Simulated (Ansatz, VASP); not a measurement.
# SiC: VASP beside Ansatz

The input INCAR:

```
SYSTEM = SiC
ALGO     = Normal         ! electronic algorithm
EDIFF    = 1E-7           ! SCF threshold, eV
ENCUT    = 520            ! plane-wave cutoff, eV
GGA      = PE             ! functional
ISIF     = 2              ! what is computed and relaxed
ISMEAR   = -1             ! smearing method
LASPH    = .TRUE.         ! aspherical terms in the spheres
LCHARG   = .FALSE.        ! write CHGCAR
LREAL    = .FALSE.        ! projectors in reciprocal space
LWAVE    = .FALSE.        ! write WAVECAR
NBANDS   = 11             ! bands
NELM     = 100            ! most SCF steps
PREC     = Accurate       ! precision mode
SIGMA    = 0.02           ! smearing width, eV
```

Contents of KPOINTS:

```
k-points
0
G
  10 10 10
  0 0 0
```

Contents of POSCAR:

```
SiC
1.0
    0.0000000000      2.2325036536      2.1419434071
    2.2325036536      0.0000000000      2.1419434071
    2.2325036536      2.2325036536      0.0000000000
Si C
1 1
Direct
    0.0000000000      0.0000000000      0.0000000000
    0.2500000000      0.2500000000      0.2500000000
```

Input for Ansatz:

```yaml
crystal:
  lattice:
    - [0.0, 2.2325036536, 2.1419434071]
    - [2.2325036536, 0.0, 2.1419434071]
    - [2.2325036536, 2.2325036536, 0.0]
  atoms:
    - { symbol: Si, position: [0.0, 0.0, 0.0] }
    - { symbol: C, position: [0.25, 0.25, 0.25] }
kpoints:
  mp_grid: { grid: [10, 10, 10] }
  band_path:
    path:
      - [0.0, 0.0, 0.0]
      - [-0.5, -0.5, 0.0]
      - [-0.375, -0.375, 0.25]
      - [-0.375, 0.0, 0.375]
      - [0.0, 0.0, 0.5]
      - [-0.5, -0.25, 0.25]
    npoints: 1
hamiltonian:
  xc: pbe
scf:
  occupations: { method: fermi_dirac, width: 0.02 }
  n_extra_bands: 4
output:
  forces: true
  stress: true
  eigenvalues: true
```

Change from the starting cell: epitaxial_xy strain +2.5%.

Alike in both runs: task single point; functional PBE; k mesh 10 × 10 × 10; occupations fermi-dirac, width 0.02 eV; no spin polarisation.

```csv
,VASP,Ansatz
version,VASP 6.6.1,Ansatz 0.2.0
potentials or method,"VASP PAW PBE potentials, release 64 (Si, C)","plane waves, PAW"
plane-wave cutoff (eV),520,420
valence electrons in the cell,8,8
```

Ansatz gave:

| Item | Value |
| --- | --- |
| gap on the k mesh at the Fermi level (eV) | 0.98 |
| pressure (GPa) | -3.5 |
| traceless stress, the component that is largest in VASP (GPa) | 6.47 |

Which values does VASP return?

gap on the k mesh at the Fermi level (eV): 0.98; pressure (GPa): -3.5; traceless stress, the component that is largest in VASP (GPa): 6.49.

With one functional, cell and mesh, what is left measures potentials, basis and numerics.
